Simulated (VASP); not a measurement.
Runs of VASP 6.6.1 on Sn2Br. The structure is that of space group Fd-3m (No. 227), or close to it. The cells are those of the table. 

```tsv
task	cell	k mesh	cutoff (eV)	gap on the mesh (eV)	pressure (GPa)	relaxed volume (Å³/atom)
relaxation of cell and atoms	relaxed from a = 6.139 Å, angles 60.0°, 6 atoms	4 × 4 × 4	600	none	0.0	29.91
relaxation of cell and atoms	relaxed from a = 6.349 Å, angles 60.0°, 6 atoms	8 × 8 × 8	600	none	0.0	29.90
single point	a = 6.349 Å, angles 60.0°, 6 atoms	4 × 4 × 4	520	none	-0.3	-
single point	a = 6.332 Å, angles 60.0°, 6 atoms	8 × 8 × 8	520	none	(a)	-
single point	a = 6.139 Å, angles 60.0°, 6 atoms	4 × 4 × 4	520	none	(b)	-
```

Alike in all rows: level PBE; potentials or basis VASP PAW PBE potentials, release 64 (Sn_d, Br); no spin polarisation; smearing gaussian 0.1 eV.

Fill in the values left out.

(a) -0.1; (b) 4.1.

Caveats: spin-orbit coupling is left out, which moves the levels of the heavy elements.

A k mesh can miss the band edges, and the runs leave out spin-orbit coupling on Br, Sn.

A gap of «none» marks levels without a gap at the run's occupations.
